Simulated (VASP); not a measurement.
# Li7B (Im-3m) in VASP: further runs

Li7B is run at these levels: PBE; tasks: single point, relaxation of cell and atoms.

Everything below comes from runs of VASP 6.6.1. Logs are shortened: lines on timing, memory, paths and dates and some standing lists are left out, and cuts for length are marked.

**1. The cell of the first run**

Symmetry: Im-3m, No. 229, cubic system. The conventional cell has a = 5.775 Å, b = 5.775 Å, c = 5.775 Å, α = 90.00°, β = 90.00°, γ = 90.00°. Within 3.3 Å of Li (site symmetry -3m) lie 12 Li at 2.50 to 2.89 Å and 2 B at 2.50 Å. Within 3.3 Å of Li (site symmetry 4/mmm) lie 12 Li at 2.50 to 2.89 Å and 2 B at 2.89 Å. B (site symmetry m-3m) has 14 Li at 2.50 to 2.89 Å within 3.3 Å.

The cell was built from a structure type or drawn by symmetry, and may not be a known phase.

**2. Single point, PBE**

The input, INCAR:

```
SYSTEM = Li7B
PREC = Accurate
ENCUT = 520
EDIFF = 1E-7
ISMEAR = 0
SIGMA = 0.1
LREAL = .FALSE.
LASPH = .TRUE.
NELM = 60
ALGO = Fast
ISIF = 2
LWAVE = .FALSE.
LCHARG = .FALSE.
GGA = PE
NBANDS = 22
```

The input, KPOINTS:

```
Automatic mesh
0
G
  4 4 4
  0 0 0
```

The input, POSCAR:

```
Li7B
1.0
   -2.8873890000      2.8873890000      2.8873890000
    2.8873890000     -2.8873890000      2.8873890000
    2.8873890000      2.8873890000     -2.8873890000
Li B
7 1
Direct
    0.5000000000      0.5000000000      0.5000000000
    0.0000000000      0.0000000000      0.5000000000
    0.0000000000      0.5000000000      0.0000000000
    0.5000000000      0.0000000000      0.0000000000
    0.0000000000      0.5000000000      0.5000000000
    0.5000000000      0.0000000000      0.5000000000
    0.5000000000      0.5000000000      0.0000000000
    0.0000000000      0.0000000000      0.0000000000
```

Potentials or basis: VASP PAW PBE potentials, release 64 (Li_sv, B).

Command:

```console
cat potpaw_PBE.64/Li_sv/POTCAR potpaw_PBE.64/B/POTCAR > POTCAR
mpirun -np 1 vasp_std > vasp.out
```

OUTCAR:

```text
SYSTEM = Li7B
   PREC = Accurate
   ENCUT = 520
   EDIFF = 1E-7
   ISMEAR = 0
   LREAL = .FALSE.
   LASPH = .TRUE.
   NELM = 60
   ISIF = 2
   GGA = PE

 ion  position               nearest neighbor table
   1  0.500  0.500  0.500-   5 2.50   6 2.50   7 2.50   7 2.50   6 2.50   5 2.50
   2  0.000  0.000  0.500-   5 2.50   6 2.50   7 2.50   5 2.50   6 2.50   7 2.50
   3  0.000  0.500  0.000-   5 2.50   6 2.50   7 2.50   5 2.50   7 2.50   6 2.50
   4  0.500  0.000  0.000-   5 2.50   6 2.50   7 2.50   6 2.50   7 2.50   5 2.50
   5  0.000  0.500  0.500-   1 2.50   2 2.50   3 2.50   4 2.50   3 2.50   2 2.50   1 2.50   4 2.50

   6  0.500  0.000  0.500-   1 2.50   2 2.50   3 2.50   4 2.50   4 2.50   1 2.50   2 2.50   3 2.50

   7  0.500  0.500  0.000-   1 2.50   2 2.50   3 2.50   4 2.50   1 2.50   4 2.50   3 2.50   2 2.50

   8  0.000  0.000  0.000-

  LATTYP: Found a body centered cubic cell.
 ALAT       =     5.7747780000

  Lattice vectors:

 A1 = (  -2.8873890000,   2.8873890000,   2.8873890000)
 A2 = (   2.8873890000,  -2.8873890000,   2.8873890000)
 A3 = (   2.8873890000,   2.8873890000,  -2.8873890000)

Analysis of symmetry for initial positions (statically):
=====================================================================
 Subroutine PRICEL returns:
 Original cell was already a primitive cell.

 Routine SETGRP: Setting up the symmetry group for a
 body centered cubic supercell.

 Subroutine GETGRP returns: Found 48 space group operations
 (whereof 48 operations were pure point group operations)
 out of a pool of 48 trial point group operations.

The static configuration has the point symmetry O_h .

Analysis of symmetry for dynamics (positions and initial velocities):
=====================================================================
 Subroutine PRICEL returns:
 Original cell was already a primitive cell.

 Routine SETGRP: Setting up the symmetry group for a
 body centered cubic supercell.

 Subroutine GETGRP returns: Found 48 space group operations
 (whereof 48 operations were pure point group operations)
 out of a pool of 48 trial point group operations.

The dynamic configuration has the point symmetry O_h .

 Subroutine INISYM returns: Found 48 space group operations
 (whereof 48 operations are pure point group operations),
 and found     1 'primitive' translations

----------------------------------------------------------------------------------------

                                     Primitive cell

  volume of cell :      96.2888

  direct lattice vectors                    reciprocal lattice vectors
    -2.887389000  2.887389000  2.887389000     0.000000000  0.173166830  0.173166830
     2.887389000 -2.887389000  2.887389000     0.173166830  0.000000000  0.173166830
     2.887389000  2.887389000 -2.887389000     0.173166830  0.173166830  0.000000000

  length of vectors
     5.001104449  5.001104449  5.001104449     0.244894879  0.244894879  0.244894879

  position of ions in fractional coordinates (direct lattice)
     0.500000000  0.500000000  0.500000000
     0.000000000  0.000000000  0.500000000
     0.000000000  0.500000000  0.000000000
     0.500000000  0.000000000  0.000000000
     0.000000000  0.500000000  0.500000000
     0.500000000  0.000000000  0.500000000
     0.500000000  0.500000000  0.000000000
     0.000000000  0.000000000  0.000000000

  ion indices of the primitive-cell ions
   primitive index   ion index
                 1           1
                 2           2
                 3           3
                 4           4
                 5           5
                 6           6
                 7           7
                 8           8

----------------------------------------------------------------------------------------

 KPOINTS: Automatic mesh

Automatic generation of k-mesh.
 Grid dimensions read from file:
 generate k-points for:    4    4    4

 Generating k-lattice:

  Cartesian coordinates                     Fractional coordinates (reciprocal lattice)
     0.000000000  0.043291707  0.043291707     0.250000000  0.000000000  0.000000000
     0.043291707  0.000000000  0.043291707     0.000000000  0.250000000  0.000000000
     0.043291707  0.043291707  0.000000000     0.000000000  0.000000000  0.250000000

  Length of vectors
     0.061223720  0.061223720  0.061223720

  Shift w.r.t. Gamma in fractional coordinates (k-lattice)
     0.000000000  0.000000000  0.000000000

 Subroutine IBZKPT returns following result:
 ===========================================

 Found      8 irreducible k-points:

 Following reciprocal coordinates:
            Coordinates               Weight
  0.000000  0.000000  0.000000      1.000000
  0.250000  0.000000  0.000000     12.000000
  0.500000  0.000000  0.000000      6.000000
  0.250000  0.250000  0.000000     24.000000
  0.250000  0.250000  0.250000      2.000000
 -0.250000  0.250000  0.250000      6.000000
  0.500000  0.500000  0.250000     12.000000
  0.500000  0.500000  0.500000      1.000000
   k-points           NKPTS =      8   k-points in BZ     NKDIM =      8   number of bands    NBANDS=     22
   number of dos      NEDOS =    301   number of ions     NIONS =      8
   total plane-waves  NPLWV =  64000
   dimension x,y,z NGX =    40 NGY =   40 NGZ =   40
   dimension x,y,z NGXF=    80 NGYF=   80 NGZF=   80
   ions per type =               7   1
   NGX,Y,Z   is equivalent  to a cutoff of  13.30, 13.30, 13.30 a.u.
   NGXF,Y,Z  is equivalent  to a cutoff of  26.59, 26.59, 26.59 a.u.
 SYSTEM =  Li7B
   PREC   = accura    normal or accurate (medium, high low for compatibility)
   ISTART =      0    job   : 0-new  1-cont  2-samecut
   ICHARG =      2    charge: 1-file 2-atom 10-const
   ISPIN  =      1    spin polarized calculation?
   LNONCOLLINEAR =      F non collinear calculations
   LSORBIT =      F    spin-orbit coupling
   LASPH  =      T    aspherical Exc in radial PAW
   ENCUT  =  520.0 eV  38.22 Ry    6.18 a.u.   9.30  9.30  9.30*2*pi/ulx,y,z
   NELM   =     60;   NELMIN=  2; NELMDL= -5     # of ELM steps
   EDIFF  = 0.1E-06   stopping-criterion for ELM
   LREAL  =      F    real-space projection
   EDIFFG = 0.1E-05   stopping-criterion for IOM
   NSW    =      0    number of steps for IOM
   IBRION =     -1    ionic relax: 0-MD 1-quasi-New 2-CG
   NFREE  =      0    steps in history (QN), initial steepest desc. (CG)
   ISIF   =      2    stress and relaxation
   ISYM   =      2    0-nonsym 1-usesym 2-fastsym
   POTIM  = 0.5000    time-step for ionic-motion
   TEBEG  =    0.0;   TEEND  =   0.0 temperature during run
   PSTRESS=    0.0 pullay stress
   NELECT =      24.0000    total number of electrons
   NUPDOWN=      -1.0000    fix difference up-down
   EMIN   =  10.00;   EMAX   =-10.00  energy-range for DOS
   EFERMI =   0.00;   METHOD = LEGACY
   ISMEAR =     0;   SIGMA  =   0.10  broadening in eV -4-tet -1-fermi 0-gaus
   EFERMI_NEDOS =   21; number of points for ismear=-14 and -15
   IALGO  =     68    algorithm
   IMIX   =      4    mixing-type and parameters
     AMIX     =   0.40;   BMIX     =  1.00
     AMIX_MAG =   1.60;   BMIX_MAG =  1.00
  volume/ion in A,a.u.               =      12.04        81.22
  Fermi-wavevector in a.u.,A,eV,Ry     =   1.030275  1.946938 14.442138  1.061467
  Thomas-Fermi vector in A             =   2.164365
   LORBIT       =      0    0 simple, 1 ext, 2 COOP (PROOUT), +10 PAW based schemes
   GGA     = PE    functional components
   LHFCALC =     F    Hartree Fock is set to
   AEXX    =    0.0000 exact exchange contribution
   IVDW    =     0    specifies the selected vdW correction
   LEPSILON=     F    determine dielectric tensor
   LRPA    =     F    only Hartree local field effects (RPA)
 non-spin polarized calculation
 RMM-DIIS sequential band-by-band and
 Gauss-broadening in eV      SIGMA  =   0.10
  energy-cutoff  :      520.00
  volume of cell :       96.29
 maximum number of plane-waves:      2616
 NGX is ok and might be reduce to    40
   NGX = 19   NGY = 19   NGZ = 19

 number of electron      23.9999952 magnetization

 Free energy of the ion-electron system (eV)
  ---------------------------------------------------
  ext. energy  EPLUGINS =         0.00000000
  ---------------------------------------------------
  free energy    TOTEN  =       -17.22728589 eV

  energy without entropy =      -17.19390892  energy(sigma->0) =      -17.21059740

 E-fermi :   2.4195     XC(G=0):  -8.6303

 val. band max:        2.3706584586   @ k =   0.2500   0.2500   0.0000
 cond. band min:       2.4385717300   @ k =   0.5000   0.0000   0.0000
 fundamental gap:      0.0679132715
 Fermi energy:         2.4194814048

 k-point     1 :       0.0000    0.0000    0.0000
  band No.  band energies     occupation
      1     -43.6767      2.00000
      2     -43.6409      2.00000
      3     -43.6409      2.00000
      4     -43.1818      2.00000
      5     -43.1724      2.00000
      6     -43.1724      2.00000
[... 14 lines left out ...]
     21       8.8515      0.00000
     22       8.8515      0.00000

 k-point     2 :       0.2500    0.0000    0.0000
  band No.  band energies     occupation
      1     -43.6700      2.00000
      2     -43.6437      2.00000
      3     -43.6409      2.00000
      4     -43.1827      2.00000
      5     -43.1757      2.00000
      6     -43.1724      2.00000
[... 14 lines left out ...]
     21       8.5099      0.00000
     22       9.2333      0.00000

 k-point     3 :       0.5000    0.0000    0.0000
  band No.  band energies     occupation
      1     -43.6594      2.00000
      2     -43.6503      2.00000
      3     -43.6410      2.00000
      4     -43.1827      2.00000
      5     -43.1798      2.00000
      6     -43.1725      2.00000
[... 14 lines left out ...]
     21       9.3175      0.00000
     22       9.5077      0.00000

 k-point     4 :       0.2500    0.2500    0.0000
  band No.  band energies     occupation
      1     -43.6601      2.00000
      2     -43.6487      2.00000
      3     -43.6417      2.00000
      4     -43.1824      2.00000
      5     -43.1778      2.00000
      6     -43.1774      2.00000
[... 14 lines left out ...]
     21       9.6080      0.00000
     22      11.2735      0.00000

 k-point     5 :       0.2500    0.2500    0.2500
  band No.  band energies     occupation
      1     -43.6502      2.00000
      2     -43.6502      2.00000
      3     -43.6502      2.00000
      4     -43.1791      2.00000
      5     -43.1762      2.00000
      6     -43.1762      2.00000
[... 14 lines left out ...]
     21      11.5176      0.00000
     22      11.5177      0.00000

 k-point     6 :      -0.2500    0.2500    0.2500
  band No.  band energies     occupation
      1     -43.6647      2.00000
      2     -43.6474      2.00000
      3     -43.6386      2.00000
      4     -43.1836      2.00000
      5     -43.1789      2.00000
      6     -43.1789      2.00000
[... 14 lines left out ...]
     21      10.2151      0.00000
     22      10.4169      0.00000

 k-point     7 :       0.5000    0.5000    0.2500
  band No.  band energies     occupation
      1     -43.6566      2.00000
      2     -43.6524      2.00000
      3     -43.6376      2.00000
      4     -43.1839      2.00000
      5     -43.1825      2.00000
      6     -43.1815      2.00000
[... 14 lines left out ...]
     21      10.6706      0.00000
     22      11.2092      0.00000

 k-point     8 :       0.5000    0.5000    0.5000
  band No.  band energies     occupation
      1     -43.6537      2.00000
      2     -43.6537      2.00000
      3     -43.6350      2.00000
      4     -43.1853      2.00000
      5     -43.1853      2.00000
      6     -43.1853      2.00000
[... 14 lines left out ...]
     21      11.2840      0.00000
     22      11.2840      0.00000

------------------------ aborting loop because EDIFF is reached ----------------------------------------

  FORCE on cell =-STRESS in cart. coord.  units (eV):
  Direction    XX          YY          ZZ          XY          YZ          ZX
  --------------------------------------------------------------------------------------
  -------------------------------------------------------------------------------------
  Total        4.1687642      4.1687642      4.1687642      0.0000000      0.0000000      0.0000000
  in kB       69.3652619     69.3652619     69.3652619      0.0000000      0.0000000      0.0000000
  external PRESSURE =      69.3652619 kB  Pullay stress =       0.0000000 kB

 VOLUME and BASIS-vectors are now :
 -----------------------------------------------------------------------------
  energy-cutoff  :      520.00
  volume of cell :       96.29
      direct lattice vectors                 reciprocal lattice vectors
    -2.887389000  2.887389000  2.887389000     0.000000000  0.173166830  0.173166830
     2.887389000 -2.887389000  2.887389000     0.173166830  0.000000000  0.173166830
     2.887389000  2.887389000 -2.887389000     0.173166830  0.173166830  0.000000000

 POSITION                                       TOTAL-FORCE (eV/Angst)
 -----------------------------------------------------------------------------------
      1.44369      1.44369      1.44369        -0.000000      0.000000      0.000000
      1.44369      1.44369     -1.44369        -0.000000     -0.000000     -0.000000
      1.44369     -1.44369      1.44369        -0.000000      0.000000     -0.000000
     -1.44369      1.44369      1.44369        -0.000000      0.000000      0.000000
      2.88739      0.00000      0.00000         0.000000     -0.000000      0.000000
      0.00000      2.88739      0.00000        -0.000000      0.000000      0.000000
      0.00000      0.00000      2.88739         0.000000     -0.000000      0.000000
      0.00000      0.00000      0.00000        -0.000000      0.000000      0.000000
 -----------------------------------------------------------------------------------
    total drift:                                0.000000     -0.000000      0.000000

  FREE ENERGIE OF THE ION-ELECTRON SYSTEM (eV)
  ---------------------------------------------------
  free  energy   TOTEN  =       -17.2272858861 eV

  energy  without entropy=      -17.1939089190  energy(sigma->0) =      -17.21059740
```

It took 78 s on 1 thread of Intel Xeon 8259CL, shared host; peak memory 0.23 GiB.

What came out:

| Property | Result |
| --- | --- |
| Free energy | -17.2273 eV |
| Band gap on the k mesh | zero (bands 12 and 13 overlap by 2.86 eV) |

Caveat: the k points lie up to 0.38 Å⁻¹ apart, too coarse for converged energies and pressures of a metal; the cutoff is under 1.25 times the usual one of these potentials, so pressure, stress and relaxed cells hold a basis-set (Pulay) error.

**3. Single point, PBE**

This run uses another cell than the first one, of 14.99 Å³/atom.

The input, INCAR:

```
PREC = Accurate ; ENCUT = 520
EDIFF = 1E-7 ; ISMEAR = 0
SIGMA = 0.1 ; LREAL = False
LASPH = True ; NELM = 60
ALGO = Normal ; ISIF = 2
LWAVE = False ; LCHARG = False
GGA = PE ; NBANDS = 22
```

The input, KPOINTS:

```
regular mesh
0
Gamma
  4 4 4
```

Changes to POSCAR since step 2:

```diff
@@ -2,5 +2,5 @@
 1.0
-   -2.8873890000      2.8873890000      2.8873890000
-    2.8873890000     -2.8873890000      2.8873890000
-    2.8873890000      2.8873890000     -2.8873890000
+   -3.1067641437      3.1067641437      3.1067641437
+    3.1067641437     -3.1067641437      3.1067641437
+    3.1067641437      3.1067641437     -3.1067641437
 Li B
```

Potentials or basis: VASP PAW PBE potentials, release 64 (Li_sv, B).

Command:

```console
cat potpaw_PBE.64/Li_sv/POTCAR potpaw_PBE.64/B/POTCAR > POTCAR
mpirun -np 1 vasp_std > vasp.out
```

It took 36 s on 1 thread of Intel Xeon 8259CL, shared host; peak memory 0.23 GiB.

Results (log left out):

- Free energy: -17.6877 eV
- Band gap on the k mesh: zero (bands 12 and 13 overlap by 2.62 eV)

Levels at points of the mesh, in eV from the Fermi level:
```csv
k point,band 9,band 10,band 11,band 12,band 13,band 14,band 15,band 16
"(0.00, 0.00, 0.00)",-0.91,-0.86,-0.86,-0.86,0.16,0.16,0.16,4.45
"(0.50, 0.00, 0.00)",-2.84,-0.99,-0.93,-0.73,0.02,1.22,2.15,2.60
"(0.50, 0.50, 0.50)",-1.68,-1.68,-1.68,-1.18,-1.18,2.58,2.58,2.58
```

Caveat: the cutoff is under 1.25 times the usual one of these potentials, so pressure, stress and relaxed cells hold a basis-set (Pulay) error.

**4. Relaxation of cell and atoms, PBE**

The input, INCAR:

```
SYSTEM = Li7B
  PREC = Accurate
  ENCUT = 600
  EDIFF = 1E-6
  ISMEAR = 0
  SIGMA = 0.1
  LREAL = .FALSE.
  LASPH = .TRUE.
  NELM = 80
  ALGO = Normal
  ISIF = 3
  LWAVE = .FALSE.
  LCHARG = .FALSE.
  GGA = PE
  IBRION = 2
  NSW = 90
  EDIFFG = -0.04
```

The input, KPOINTS:

```
Automatic mesh
0
G
  4 4 4
  0 0 0
```

Changes to POSCAR since step 3:

```diff
@@ -2,5 +2,5 @@
 1.0
-   -3.1067641437      3.1067641437      3.1067641437
-    3.1067641437     -3.1067641437      3.1067641437
-    3.1067641437      3.1067641437     -3.1067641437
+   -2.8873890000      2.8873890000      2.8873890000
+    2.8873890000     -2.8873890000      2.8873890000
+    2.8873890000      2.8873890000     -2.8873890000
 Li B
```

Command:

```console
cat potpaw_PBE.64/Li_sv/POTCAR potpaw_PBE.64/B/POTCAR > POTCAR
mpirun -np 1 vasp_std > vasp.out
```

Wall time 85 s (1 thread of Intel Xeon 8259CL, shared host); peak memory 0.23 GiB.

Results (log left out):

```yaml
Free_energy: -17.6665 eV
Relaxed_volume: 14.95 Å³/atom
Relaxed_cell: a = 5.376 Å, b = 5.376 Å, c = 5.376 Å, α = 109.47°, β = 109.47°, γ = 109.47°
Space_group_after_relaxing_to_0.1_Å: Im-3m (No. 229)
Energy_gained_by_relaxing: 54.6 meV/atom
Ionic_steps: 4
Pressure_after_relaxing: 0.0 GPa
Band_gap_on_the_k_mesh: zero (bands 12 and 13 overlap by 2.63 eV)
```

The path:
```csv
step,energy change (eV),largest force (eV/Å),pressure (GPa),volume (Å³)
1,0.0000,0.0000,6.88,96.29
2,-0.2494,0.0000,4.07,103.67
3,-0.4335,0.0000,0.45,117.54
4,-0.4367,0.0000,0.03,119.63
```

Final structure:
```yaml
crystal:
  lattice:
    - [-3.10403, 3.10403, 3.10403]
    - [3.10403, -3.10403, 3.10403]
    - [3.10403, 3.10403, -3.10403]
  atoms:
    - { symbol: Li, position: [0.50000, 0.50000, 0.50000] }
    - { symbol: Li, position: [0.00000, 0.00000, 0.50000] }
    - { symbol: Li, position: [0.00000, 0.50000, 0.00000] }
    - { symbol: Li, position: [0.50000, 0.00000, 0.00000] }
    - { symbol: Li, position: [0.00000, 0.50000, 0.50000] }
    - { symbol: Li, position: [0.50000, 0.00000, 0.50000] }
    - { symbol: Li, position: [0.50000, 0.50000, 0.00000] }
    - { symbol: B, position: [0.00000, 0.00000, 0.00000] }
```

Levels at points of the mesh, in eV from the Fermi level:
| k point | band 8 | band 9 | band 10 | band 11 | band 12 | band 13 | band 14 | band 15 | band 16 | band 17 |
| --- | --- | --- | --- | --- | --- | --- | --- | --- | --- | --- |
| (0.00, 0.00, 0.00) | -5.90 | -0.90 | -0.87 | -0.87 | -0.87 | 0.16 | 0.16 | 0.16 | 4.47 | 4.48 |
| (0.50, 0.00, 0.00) | -5.57 | -2.84 | -0.99 | -0.94 | -0.73 | 0.02 | 1.22 | 2.15 | 2.61 | 3.24 |
| (0.50, 0.50, 0.50) | -5.40 | -1.69 | -1.69 | -1.69 | -1.18 | -1.18 | 2.58 | 2.58 | 2.58 | 4.20 |

Caveat: the k points lie up to 0.36 Å⁻¹ apart in the final cell, too coarse for converged energies and pressures of a metal; the cutoff is under 1.25 times the usual one of these potentials, so pressure, stress and relaxed cells hold a basis-set (Pulay) error; the volume moved by over 15 % at a fixed basis, so the end points are rough.

[end of part 1 of 2]
